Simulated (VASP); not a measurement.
# Si2Ni (Fm-3m) in VASP: further runs

The runs below take Si2Ni through single point, relaxation of cell and atoms, with PBE.

Program: VASP 6.6.1. These are calculated values, not measurements. Logs are shortened: lines on timing, memory, paths and dates and some standing lists are left out, and cuts for length are marked.

### 1 The cell of the first run

The structure is cubic, space group Fm-3m (No. 225). The conventional cell has a = 5.339 Å, b = 5.339 Å, c = 5.339 Å, α = 90.00°, β = 90.00°, γ = 90.00°. Si (site symmetry -43m) has 4 Ni at 2.31 Å and 6 Si at 2.67 Å within 3.1 Å. Within 3.1 Å of Ni (site symmetry m-3m) lie 8 Si at 2.31 Å.

### 2 Single point, PBE, collinear spin, ferromagnetic start

INCAR reads:

```
SYSTEM = Si2Ni
PREC = Accurate ; ENCUT = 520
EDIFF = 1E-6 ; ISMEAR = -1
SIGMA = 0.05 ; LREAL = .False.
LASPH = .True. ; NELM = 150
ALGO = Normal ; ISIF = 2
LWAVE = .False. ; LCHARG = .False.
ISPIN = 2 ; MAGMOM = 0 0 2
LORBIT = 11 ; LMAXMIX = 4
GGA = PE ; NBANDS = 20
```

KPOINTS reads:

```
Automatic mesh
0
Gamma
  10 10 10
  0 0 0
```

POSCAR reads:

```
Si2Ni
1.0
    3.7755152645      0.0000000000      0.0000000000
    1.8877576323      3.2696921314      0.0000000000
    1.8877576323      1.0898973771      3.0826953047
Si Ni
2 1
Direct
    0.2500000000      0.2500000000      0.2500000000
    0.7500000000      0.7500000000      0.7500000000
    0.0000000000      0.0000000000      0.0000000000
```

Potentials or basis: VASP PAW PBE potentials, release 64 (Si, Ni).

Started as:

```bash
$ cat potpaw_PBE.64/Si/POTCAR potpaw_PBE.64/Ni/POTCAR > POTCAR
$ mpirun -np 1 vasp_std > vasp.out
```

OUTCAR:

```text
SYSTEM = Si2Ni
   PREC = Accurate
   ENCUT = 520
   EDIFF = 1E-6
   ISMEAR = -1
   LREAL = .False.
   LASPH = .True.
   NELM = 150
   ISIF = 2
   ISPIN = 2
   LORBIT = 11
   GGA = PE

 ion  position               nearest neighbor table
   1  0.250  0.250  0.250-   3 2.31   3 2.31   3 2.31   3 2.31   2 2.67   2 2.67   2 2.67   2 2.67
                             2 2.67   2 2.67
   2  0.750  0.750  0.750-   3 2.31   3 2.31   3 2.31   3 2.31   1 2.67   1 2.67   1 2.67   1 2.67
                             1 2.67   1 2.67
   3  0.000  0.000  0.000-   2 2.31   1 2.31   1 2.31   2 2.31   2 2.31   1 2.31   2 2.31   1 2.31

  LATTYP: Found a face centered cubic cell.
 ALAT       =     5.3393848920

  Lattice vectors:

 A1 = (   3.7755152645,   0.0000000000,   0.0000000000)
 A2 = (   1.8877576323,   3.2696921314,   0.0000000000)
 A3 = (   1.8877576323,   1.0898973771,   3.0826953047)

Analysis of symmetry for initial positions (statically):
=====================================================================
 Subroutine PRICEL returns:
 Original cell was already a primitive cell.

 Routine SETGRP: Setting up the symmetry group for a
 face centered cubic supercell.

 Subroutine GETGRP returns: Found 48 space group operations
 (whereof 48 operations were pure point group operations)
 out of a pool of 48 trial point group operations.

The static configuration has the point symmetry O_h .

Analysis of symmetry for dynamics (positions and initial velocities):
=====================================================================
 Subroutine PRICEL returns:
 Original cell was already a primitive cell.

 Routine SETGRP: Setting up the symmetry group for a
 face centered cubic supercell.

 Subroutine GETGRP returns: Found 48 space group operations
 (whereof 48 operations were pure point group operations)
 out of a pool of 48 trial point group operations.

The dynamic configuration has the point symmetry O_h .

Analysis of structural, dynamic, and magnetic symmetry:
=====================================================================
 Subroutine PRICEL returns:
 Original cell was already a primitive cell.

 Routine SETGRP: Setting up the symmetry group for a
 face centered cubic supercell.

 Subroutine GETGRP returns: Found 48 space group operations
 (whereof 48 operations were pure point group operations)
 out of a pool of 48 trial point group operations.

The overall configuration has the point symmetry O_h .

 Subroutine INISYM returns: Found 48 space group operations
 (whereof 48 operations are pure point group operations),
 and found     1 'primitive' translations

----------------------------------------------------------------------------------------

                                     Primitive cell

  volume of cell :      38.0552

  direct lattice vectors                    reciprocal lattice vectors
     3.775515265  0.000000000  0.000000000     0.264864510 -0.152919596 -0.108130483
     1.887757632  3.269692131  0.000000000     0.000000000  0.305839192 -0.108130483
     1.887757632  1.089897377  3.082695305     0.000000000  0.000000000  0.324391450

  length of vectors
     3.775515265  3.775515264  3.775515265     0.324391450  0.324391450  0.324391450

  position of ions in fractional coordinates (direct lattice)
     0.250000000  0.250000000  0.250000000
     0.750000000  0.750000000  0.750000000
     0.000000000  0.000000000  0.000000000

  ion indices of the primitive-cell ions
   primitive index   ion index
                 1           1
                 2           2
                 3           3

----------------------------------------------------------------------------------------

 KPOINTS: Automatic mesh

Automatic generation of k-mesh.
 Grid dimensions read from file:
 generate k-points for:   10   10   10

 Generating k-lattice:

  Cartesian coordinates                     Fractional coordinates (reciprocal lattice)
     0.026486451 -0.015291960 -0.010813048     0.100000000 -0.000000000  0.000000000
     0.000000000  0.030583919 -0.010813048     0.000000000  0.100000000  0.000000000
     0.000000000  0.000000000  0.032439145     0.000000000  0.000000000  0.100000000

  Length of vectors
     0.032439145  0.032439145  0.032439145

  Shift w.r.t. Gamma in fractional coordinates (k-lattice)
     0.000000000  0.000000000  0.000000000

 Subroutine IBZKPT returns following result:
 ===========================================

 Found     47 irreducible k-points:

 Following reciprocal coordinates:
            Coordinates               Weight
  0.000000  0.000000  0.000000      1.000000
  0.100000  0.000000  0.000000      8.000000
  0.200000  0.000000  0.000000      8.000000
  0.300000  0.000000  0.000000      8.000000
  0.400000  0.000000  0.000000      8.000000
  0.500000  0.000000  0.000000      4.000000
[... 16 lines left out ...]
  0.300000  0.300000 -0.000000      6.000000
  0.400000  0.300000  0.000000     24.000000
 [... further k-points ...]
   k-points           NKPTS =     47   k-points in BZ     NKDIM =     47   number of bands    NBANDS=     20
   number of dos      NEDOS =    301   number of ions     NIONS =      3
   total plane-waves  NPLWV =  21952
   dimension x,y,z NGX =    28 NGY =   28 NGZ =   28
   dimension x,y,z NGXF=    56 NGYF=   56 NGZF=   56
   ions per type =               2   1
   NGX,Y,Z   is equivalent  to a cutoff of  12.33, 12.33, 12.33 a.u.
   NGXF,Y,Z  is equivalent  to a cutoff of  24.66, 24.66, 24.66 a.u.
 SYSTEM =  Si2Ni
   PREC   = accura    normal or accurate (medium, high low for compatibility)
   ISTART =      0    job   : 0-new  1-cont  2-samecut
   ICHARG =      2    charge: 1-file 2-atom 10-const
   ISPIN  =      2    spin polarized calculation?
   LNONCOLLINEAR =      F non collinear calculations
   LSORBIT =      F    spin-orbit coupling
   LASPH  =      T    aspherical Exc in radial PAW
   ENCUT  =  520.0 eV  38.22 Ry    6.18 a.u.   7.02  7.02  7.02*2*pi/ulx,y,z
   NELM   =    150;   NELMIN=  2; NELMDL= -5     # of ELM steps
   EDIFF  = 0.1E-05   stopping-criterion for ELM
   LREAL  =      F    real-space projection
   EDIFFG = 0.1E-04   stopping-criterion for IOM
   NSW    =      0    number of steps for IOM
   IBRION =     -1    ionic relax: 0-MD 1-quasi-New 2-CG
   NFREE  =      0    steps in history (QN), initial steepest desc. (CG)
   ISIF   =      2    stress and relaxation
   ISYM   =      2    0-nonsym 1-usesym 2-fastsym
   POTIM  = 0.5000    time-step for ionic-motion
   TEBEG  =    0.0;   TEEND  =   0.0 temperature during run
   PSTRESS=    0.0 pullay stress
   NELECT =      18.0000    total number of electrons
   NUPDOWN=      -1.0000    fix difference up-down
   EMIN   =  10.00;   EMAX   =-10.00  energy-range for DOS
   EFERMI =   0.00;   METHOD = LEGACY
   ISMEAR =    -1;   SIGMA  =   0.05  broadening in eV -4-tet -1-fermi 0-gaus
   EFERMI_NEDOS =   21; number of points for ismear=-14 and -15
   IALGO  =     38    algorithm
   IMIX   =      4    mixing-type and parameters
     AMIX     =   0.40;   BMIX     =  1.00
     AMIX_MAG =   1.60;   BMIX_MAG =  1.00
  volume/ion in A,a.u.               =      12.69        85.60
  Fermi-wavevector in a.u.,A,eV,Ry     =   1.275541  2.410423 22.136746  1.627005
  Thomas-Fermi vector in A             =   2.408247
   LORBIT       =     11    0 simple, 1 ext, 2 COOP (PROOUT), +10 PAW based schemes
   GGA     = PE    functional components
   LHFCALC =     F    Hartree Fock is set to
   AEXX    =    0.0000 exact exchange contribution
   IVDW    =     0    specifies the selected vdW correction
   LEPSILON=     F    determine dielectric tensor
   LRPA    =     F    only Hartree local field effects (RPA)
 spin polarized calculation
  energy-cutoff  :      520.00
  volume of cell :       38.06
 maximum number of plane-waves:      1034
   NGX = 13   NGY = 13   NGZ = 13

 number of electron      17.9999990 magnetization       0.0002661

 number of electron      17.9999990 magnetization      -0.0000814

 Free energy of the ion-electron system (eV)
  ---------------------------------------------------
  ext. energy  EPLUGINS =         0.00000000
  ---------------------------------------------------
  free energy    TOTEN  =       -17.30666281 eV

  energy without entropy =      -17.29846567  energy(sigma->0) =      -17.30256424

 E-fermi :  11.0628     XC(G=0): -11.7585

 val. band max:       11.0592412521   @ k =   0.3000   0.2000   0.0000
 cond. band min:      11.0750959531   @ k =  -0.4000   0.5000   0.1000
 fundamental gap:      0.0158547010
 Fermi energy:        11.0627940192

 spin component 1

 k-point     1 :       0.0000    0.0000    0.0000
  band No.  band energies     occupation
      1      -3.1987      1.00000
      2       5.5597      1.00000
      3       5.5597      1.00000
      4       5.5597      1.00000
      5       7.2886      1.00000
      6       7.2886      1.00000
[... 12 lines left out ...]
     19      20.2933      0.00000
     20      24.5074      0.00000

 k-point     2 :       0.1000    0.0000    0.0000
  band No.  band energies     occupation
      1      -3.0462      1.00000
      2       5.2734      1.00000
      3       5.6081      1.00000
      4       5.6081      1.00000
      5       7.2604      1.00000
      6       7.2604      1.00000
[... 12 lines left out ...]
     19      20.9790      0.00000
     20      24.9978      0.00000
[... 465 lines left out ...]
      3       5.6701      1.00000
      4       5.8211      1.00000
      5       5.8211      1.00000
      6       7.5675      1.00000
[... 12 lines left out ...]
     19      25.6533      0.00000
     20      25.6533      0.00000

 k-point    24 :       0.4000    0.3000    0.0000
  band No.  band energies     occupation
      1      -0.6924      1.00000
      2       3.5718      1.00000
      3       4.9080      1.00000
      4       5.9275      1.00000
      5       5.9610      1.00000
      6       7.5153      1.00000
[... 12 lines left out ...]
     19      24.1019      0.00000
     20      24.5747      0.00000

 [... further k-points ...]

 spin component 2

 k-point     1 :       0.0000    0.0000    0.0000
  band No.  band energies     occupation
      1      -3.1988      1.00000
      2       5.5597      1.00000
      3       5.5597      1.00000
      4       5.5597      1.00000
      5       7.2887      1.00000
      6       7.2887      1.00000
[... 12 lines left out ...]
     19      20.2931      0.00000
     20      24.5073      0.00000

 k-point     2 :       0.1000    0.0000    0.0000
  band No.  band energies     occupation
      1      -3.0464      1.00000
      2       5.2734      1.00000
      3       5.6081      1.00000
      4       5.6081      1.00000
      5       7.2605      1.00000
      6       7.2605      1.00000
[... 12 lines left out ...]
     19      20.9789      0.00000
     20      24.9977      0.00000
[... 465 lines left out ...]
      3       5.6700      1.00000
      4       5.8211      1.00000
      5       5.8211      1.00000
      6       7.5676      1.00000
[... 12 lines left out ...]
     19      25.6532      0.00000
     20      25.6532      0.00000

 k-point    24 :       0.4000    0.3000    0.0000
  band No.  band energies     occupation
      1      -0.6926      1.00000
      2       3.5717      1.00000
      3       4.9079      1.00000
      4       5.9274      1.00000
      5       5.9609      1.00000
      6       7.5153      1.00000
[... 12 lines left out ...]
     19      24.1018      0.00000
     20      24.5746      0.00000

 [... further k-points ...]
[... 5 lines left out ...]
  --------------------------------------------------------------------------------------
  -------------------------------------------------------------------------------------
  Total        2.3329582      2.3329582      2.3329582      0.0000000     -0.0000000      0.0000000
  in kB       98.2208837     98.2208837     98.2208837      0.0000000     -0.0000000      0.0000000
  external PRESSURE =      98.2208837 kB  Pullay stress =       0.0000000 kB

 VOLUME and BASIS-vectors are now :
 -----------------------------------------------------------------------------
  energy-cutoff  :      520.00
  volume of cell :       38.06
      direct lattice vectors                 reciprocal lattice vectors
     3.775515265  0.000000000  0.000000000     0.264864510 -0.152919596 -0.108130483
     1.887757632  3.269692131  0.000000000     0.000000000  0.305839192 -0.108130483
     1.887757632  1.089897377  3.082695305     0.000000000  0.000000000  0.324391450

 POSITION                                       TOTAL-FORCE (eV/Angst)
 -----------------------------------------------------------------------------------
      1.88776      1.08990      0.77067        -0.000000     -0.000000     -0.000000
      5.66327      3.26969      2.31202         0.000000      0.000000      0.000000
      0.00000      0.00000      0.00000         0.000000     -0.000000     -0.000000
 -----------------------------------------------------------------------------------
    total drift:                                0.000000      0.000000     -0.000000

  FREE ENERGIE OF THE ION-ELECTRON SYSTEM (eV)
  ---------------------------------------------------
  free  energy   TOTEN  =       -17.3066628139 eV

  energy  without entropy=      -17.2984656668  energy(sigma->0) =      -17.30256424

 total charge

# of ion       s       p       d       tot
------------------------------------------
    1        0.737   0.871   0.000   1.608
    2        0.737   0.871   0.000   1.608
    3        0.579   0.855   8.472   9.906
--------------------------------------------------
tot          2.053   2.597   8.472  13.121

 magnetization (x)

# of ion       s       p       d       tot
------------------------------------------
    1       -0.000  -0.000   0.000  -0.000
    2       -0.000  -0.000   0.000  -0.000
    3       -0.000  -0.000   0.000   0.000
--------------------------------------------------
tot         -0.000  -0.000   0.000   0.000
```

It took 74 s on 1 thread of Intel Xeon Platinum 8488C (Sapphire Rapids), shared host; peak memory 0.2 GiB.

Results:

```yaml
Free_energy: -17.3067 eV
Pressure: 9.8 GPa
Band_gap_on_the_k_mesh: zero (filled and empty bands overlap)
Net_moment: 0.00 μB per cell
Valence_electrons_inside_the_program's_atomic_spheres: Si 1.61; Ni 9.91
```

Caveat: the cell stands under pressure.

### 3 Relaxation of cell and atoms, PBE, collinear spin, ferromagnetic start, target pressure 10 GPa, at which the enthalpy is minimised

This run uses another cell than the first one, of 13.17 Å³/atom.

INCAR reads:

```
SYSTEM = Si2Ni
PREC = Accurate
ENCUT = 600
EDIFF = 1E-7
ISMEAR = -1
SIGMA = 0.05
LREAL = .False.
LASPH = .True.
NELM = 150
ALGO = Normal
ISIF = 3
LWAVE = .False.
LCHARG = .False.
ISPIN = 2
MAGMOM = 0 0 2
LORBIT = 11
LMAXMIX = 4
GGA = PE
IBRION = 2
NSW = 80
EDIFFG = -0.01
PSTRESS = 100.0
```

KPOINTS reads:

```
regular mesh
0
Gamma
  10 10 10
  0 0 0
```

POSCAR reads:

```
Si2Ni
1.0
    3.8226190000      0.0000000000      0.0000000000
    1.9113095000      3.3104851630      0.0000000000
    1.9113095000      1.1034950543      3.1211553437
Si Ni
2 1
Direct
    0.2500000000      0.2500000000      0.2500000000
    0.7500000000      0.7500000000      0.7500000000
    0.0000000000      0.0000000000      0.0000000000
```

Potentials or basis: VASP PAW PBE potentials, release 64 (Si, Ni).

Started as:

```bash
$ cat potpaw_PBE.64/Si/POTCAR potpaw_PBE.64/Ni/POTCAR > POTCAR
$ mpirun -np 1 vasp_std > vasp.out
```

It took 2.9 min on 1 thread of Intel Xeon Platinum 8488C (Sapphire Rapids), shared host; peak memory 0.24 GiB.

The run converged. Its results:

| Item | Value |
| --- | --- |
| Free energy | -17.3057 eV |
| Relaxed volume | 12.68 Å³/atom |
| Relaxed cell | a = 3.775 Å, b = 3.775 Å, c = 3.775 Å, α = 60.00°, β = 60.00°, γ = 60.00° |
| Space group after relaxing (to 0.1 Å) | Fm-3m (No. 225) |
| Energy change on relaxing (the run minimises the enthalpy) | +19.7 meV/atom |
| Ionic steps | 3 |
| Pressure after relaxing | 9.9 GPa |
| Band gap on the k mesh | zero (filled and empty bands overlap) |
| Net moment | 0.00 μB per cell |
| Valence electrons inside the program's atomic spheres | Si 1.61; Ni 9.91 |

Step by step:
```csv
step,energy change (eV),largest force (eV/Å),pressure (GPa),volume (Å³)
1,0.0000,0.0000,3.21,39.50
2,0.2059,0.0000,19.03,36.39
3,0.0590,0.0000,9.91,38.04
```

Final structure:
```yaml
crystal:
  lattice:
    - [3.77488, 0.00000, 0.00000]
    - [1.88744, 3.26914, 0.00000]
    - [1.88744, 1.08971, 3.08218]
  atoms:
    - { symbol: Si, position: [0.25000, 0.25000, 0.25000] }
    - { symbol: Si, position: [0.75000, 0.75000, 0.75000] }
    - { symbol: Ni, position: [0.00000, 0.00000, 0.00000] }
```

Levels at points of the mesh, in eV from the Fermi level:
Spin up:
```csv
k point,band 5,band 6,band 7,band 8,band 9,band 10,band 11,band 12,band 13,band 14
"(0.00, 0.00, 0.00)",-3.78,-3.78,-0.05,1.70,1.70,1.70,2.17,2.17,2.17,4.76
"(0.50, 0.00, 0.00)",-3.95,-3.58,-3.58,-1.59,-1.59,1.77,1.77,1.80,2.79,9.26
"(0.50, 0.50, 0.00)",-4.76,-3.85,-3.85,-3.68,-3.35,-0.42,1.28,7.66,8.56,8.56
```
Spin down:
```
           k point  band 7  band 8  band 9  band 10  band 11  band 12
(0.00, 0.00, 0.00)   -0.05    1.70    1.70     1.70     2.17     2.17
(0.50, 0.00, 0.00)   -3.58   -1.59   -1.59     1.77     1.77     1.80
(0.50, 0.50, 0.00)   -3.85   -3.68   -3.35    -0.42     1.28     7.66
```

Caveat: the cell is relaxed towards a set pressure, so the run minimises the enthalpy, not the energy.
